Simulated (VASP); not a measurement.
A run of VASP 6.6.1 is set up as follows.

POSCAR

```
Si3C4
1.0
    4.3687200000      0.0000000000      0.0000000000
    0.0000000000      4.3687200000      0.0000000000
    0.0000000000      0.0000000000      4.3687200000
Si C
3 4
Direct
    0.0005500000      0.4980600000      0.5031700000
    0.4985700000      0.0025100000      0.4970300000
    0.4999600000      0.4994800000     -0.0005900000
    0.2478200000      0.2476600000      0.2494300000
    0.2511000000      0.7484100000      0.7483800000
    0.7516900000      0.2472600000      0.7466300000
    0.7472100000      0.7500400000      0.2490000000
```

INCAR.step1

```
PREC     = Accurate       # precision mode
ENCUT    = 520            # plane-wave cutoff, eV
EDIFF    = 1E-5           # SCF threshold, eV
ISMEAR   = 0              # smearing method
SIGMA    = 0.01           # smearing width, eV
LREAL    = F              # projectors in reciprocal space
LASPH    = T              # aspherical terms in the spheres
NELM     = 120            # most SCF steps
ALGO     = Normal         # electronic algorithm
ISIF     = 2              # what is computed and relaxed
LWAVE    = T              # write WAVECAR
LCHARG   = F              # write CHGCAR
GGA      = PE             # functional
NBANDS   = 23             # bands
GGA_COMPAT= F
```

INCAR.step2

```
PREC     = Accurate       # precision mode
ENCUT    = 520            # plane-wave cutoff, eV
EDIFF    = 1E-6           # SCF threshold, eV
ISMEAR   = 0              # smearing method
SIGMA    = 0.01           # smearing width, eV
LREAL    = F              # projectors in reciprocal space
LASPH    = T              # aspherical terms in the spheres
NELM     = 120            # most SCF steps
ALGO     = Normal         # electronic algorithm
ISIF     = 2              # what is computed and relaxed
LWAVE    = F              # write WAVECAR
LCHARG   = F              # write CHGCAR
GGA      = PE             # functional
LHFCALC  = T              # exact exchange
HFSCREEN = 0.2079         # screening, 1/A
PRECFOCK = Normal       
ISTART   = 1            
NBANDS   = 23             # bands
GGA_COMPAT= F
```

KPOINTS

```
regular mesh
0
Gamma
  1 1 1
```

Potentials or basis: VASP PAW PBE potentials, release 64 (Si, C).

The run is started by

```bash
$ cat potpaw_PBE.64/Si/POTCAR potpaw_PBE.64/C/POTCAR > POTCAR
$ cp INCAR.step1 INCAR
$ mpirun -np 1 vasp_gam > vasp.out
$ cp INCAR.step2 INCAR
$ mpirun -np 1 vasp_gam > vasp.out
```

Task: Estimate the band gap on the k mesh.

Result: 1.25 eV.

Task: What does it give for the pressure?

Result: -2.4 GPa.

Task: What does it give for the largest force?

Result: 4.760 eV/Å.

Stress tensor (GPa, compression positive):
```
-7.08  0.25  2.17
 0.25 -7.24  0.64
 2.17  0.64  7.23
```

Caveat: the k points lie up to 1.44 Å⁻¹ apart; the PAW data sets were made with another functional, which shifts forces and pressure a little. A k mesh can miss the band edges.
